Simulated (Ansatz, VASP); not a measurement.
Two plane-wave programs on Ge

```
CELL_PARAMETERS angstrom
2.39769 -2.01439 0.00000
2.39769 2.01439 0.00000
0.00000 0.00000 7.65882
ATOMIC_POSITIONS crystal
Ge 0.75012 0.24988 0.12497
Ge 0.74988 0.25012 0.62497
Ge 0.24988 0.75012 0.87503
Ge 0.25012 0.74988 0.37503
```

Alike in both runs: functional PBEsol; k mesh 6 × 6 × 2; occupations gaussian, width 0.1 eV; no spin polarisation.

Ansatz relaxed the structure, and its values are those at the end. VASP's run is a single point on that final structure, the one shown.

|  | VASP | Ansatz |
| --- | --- | --- |
| version | VASP 6.6.1 | Ansatz 0.2.0 |
| potentials or method | VASP PAW PBE potentials, release 64 (Ge_d), cutoff 520 eV | scalar-relativistic, plane waves, PAW |
| valence electrons in the cell | 56 | 56 |

|  | VASP | Ansatz | Ansatz less VASP |
| --- | --- | --- | --- |
| gap on the k mesh at the Fermi level (eV) | none | none | - |
| pressure (GPa) | -0.1 | -0.1 | +0.03 |

VASP's potentials were made for PBE, not for PBEsol. A gap of «none» marks a metal or a gap that the smearing closes.

The k mesh is coarse, so the values compare programs but aren't converged.
